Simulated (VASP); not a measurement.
Runs of VASP 6.6.1 on Si4Ge. The structure is that of space group I4_1/a (No. 88), or close to it. The cells are those of the table. 

| task | level | cell | k mesh | cutoff (eV) | smearing | gap on the mesh (eV) | pressure (GPa) | largest force (eV/Å) |
| --- | --- | --- | --- | --- | --- | --- | --- | --- |
| single point | PBEsol | a = 6.761 Å, angles 99.6, 99.6, 131.8°, 10 atoms | 6 × 6 × 6 | 520 | gaussian 0.02 eV | 0.62 | -2.0 | 0.06 |
| single point | PBE | a = 6.761 Å, angles 99.6, 99.6, 131.8°, 10 atoms | 6 × 6 × 6 | 520 | gaussian 0.02 eV | 0.72 | -0.1 | - |
| single point | PBE | a = 5.520, b = 6.762, c = 6.761 Å, angles 80.4, 65.9, 65.9°, 10 atoms | 4 × 4 × 4 | 520 | gaussian 0.1 eV | (a) | -0.1 | - |
| relaxation of cell and atoms | PBE | relaxed from a = 6.700 Å, angles 99.6, 99.6, 131.8°, 10 atoms | 4 × 4 × 4 | 600 | gaussian 0.2 eV | 0.75 | -0.1 | 0.06 |
| single point | PBE | a = 6.761 Å, angles 99.6, 99.6, 131.8°, 10 atoms | 6 × 6 × 6 | 520 | gaussian 0.01 eV | 0.72 | -0.1 | - |

Alike in all rows: potentials or basis VASP PAW PBE potentials, release 64 (Si, Ge_d); no spin polarisation.

Question: Estimate the missing entries.

Answer: (a) 0.76.

Caveats: the PAW data sets were made with another functional, which shifts forces and pressure a little (some runs); the relaxation stopped at a loose force limit of 0.08 eV/Å, so its end isn't a converged minimum (some runs).

A k mesh can miss the band edges, and the runs leave out spin-orbit coupling on Ge.
